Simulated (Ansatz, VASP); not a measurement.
## BiSb2O2 in VASP and in Ansatz

```
Sb Bi O
1.0
     5.61990    0.00000    0.00000
    -2.80995    4.86698    0.00000
     0.00000    0.00000    5.85892
Sb Bi O
2 1 2
Cartesian
  0.0000 3.2447 0.0000
  2.8100 1.6223 0.0000
  0.0000 0.0000 0.0000
  0.0000 0.0000 2.2647
  0.0000 0.0000 3.5942
```

Alike in both runs: functional PBE; k mesh 12 × 12 × 6; occupations gaussian, width 0.1 eV; no spin polarisation.

Ansatz relaxed the structure, and its values are those at the end. VASP's run is a single point on that final structure, the one shown.

|  | VASP | Ansatz |
| --- | --- | --- |
| version | VASP 6.6.1 | Ansatz 0.2.0 |
| potentials or method | VASP PAW PBE potentials, release 64 (Sb, Bi_d, O), cutoff 520 eV | scalar-relativistic, plane waves, PAW |
| valence electrons in the cell | 37 | 57 |

```csv
,VASP,Ansatz,Ansatz less VASP
gap on the k mesh at the Fermi level (eV),none,none,-
pressure (GPa),0.1,0.0,-0.07
rms of the force components (eV/Å),0.137,0.000,-0.1366
```

A gap of «none» marks a metal or a gap that the smearing closes. One of these differences is far larger than is usual between the two programs; its cause wasn't traced. VASP's potentials hold 37 valence electrons a cell and Ansatz's 57, so a difference there can come from the potentials and not from the codes.

Neither program's run includes spin-orbit coupling.
